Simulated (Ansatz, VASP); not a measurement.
# MnO in VASP and in Ansatz

File INCAR:

```
SYSTEM = MnO
PREC     = Accurate       ! precision mode
ENCUT    = 520            ! plane-wave cutoff, eV
EDIFF    = 1E-6           ! SCF threshold, eV
ISMEAR   = -1             ! smearing method
SIGMA    = 0.05           ! smearing width, eV
LREAL    = .False.        ! projectors in reciprocal space
LASPH    = .True.         ! aspherical terms in the spheres
NELM     = 150            ! most SCF steps
ALGO     = Normal         ! electronic algorithm
ISIF     = 2              ! what is computed and relaxed
LWAVE    = .False.        ! write WAVECAR
LCHARG   = .True.         ! write CHGCAR
ISPIN    = 2              ! spin polarisation
MAGMOM   = 4 0            ! initial moments
LORBIT   = 11             ! projections on sites
LMAXMIX  = 4              ! l up to which the mixer works
GGA      = RE             ! functional
LELF     = .True.         ! ELF
LVHAR    = .True.       
NBANDS   = 20             ! bands
```

Contents of KPOINTS:

```
Automatic mesh
0
Gamma
  10 10 10
  0 0 0
```

File POSCAR:

```
MnO
1.0
    0.0000000000      2.2675248097      2.2675248097
    2.2675248097      0.0000000000      2.2675248097
    2.2675248097      2.2675248097      0.0000000000
Mn O
1 1
Direct
    0.0000000000      0.0000000000      0.0000000000
    0.5000000000      0.5000000000      0.5000000000
```

Contents of input.yaml:

```yaml
crystal:
  lattice:
    - [0.0, 2.2675248097, 2.2675248097]
    - [2.2675248097, 0.0, 2.2675248097]
    - [2.2675248097, 2.2675248097, 0.0]
  atoms:
    - { symbol: Mn, position: [0.0, 0.0, 0.0], spin: 4.0 }
    - { symbol: O, position: [0.5, 0.5, 0.5] }
hamiltonian:
  xc: revpbe
  pseudopotentials: { kind: paw }
magnetization:
  spin_polarized: true
kpoints:
  mp_grid: { grid: [10, 10, 10] }
scf:
  occupations: { method: fermi_dirac, width: 0.05 }
output:
  forces: true
  stress: true
  eigenvalues: true
```

Alike in both runs: task single point; functional revPBE; k mesh 10 × 10 × 10; occupations fermi-dirac, width 0.05 eV; collinear spin.

|  | VASP | Ansatz |
| --- | --- | --- |
| version | VASP 6.6.1 | Ansatz 0.2.0 |
| potentials or method | VASP PAW PBE potentials, release 64 (Mn_pv, O) | Ansatz PAW |
| plane-wave cutoff (eV) | 520 | 420 |
| valence electrons in the cell | 19 | 21 |

```csv
,VASP,Ansatz,Ansatz less VASP
gap on the k mesh at the Fermi level (eV),none,none,-
pressure (GPa),-2.1,-2.1,-0.06
net moment per atom (μB),2.46,2.46,0.000
size of the moment on the site where the two differ most (μB),4.46,4.20,-0.258
```

VASP's potentials were made for PBE, not for revPBE. Site moments also hang on the region over which each program counts them. A gap of «none» marks a metal or a gap that the smearing closes. VASP's potentials hold 19 valence electrons a cell and Ansatz's 21, so a difference there can come from the potentials and not from the codes.
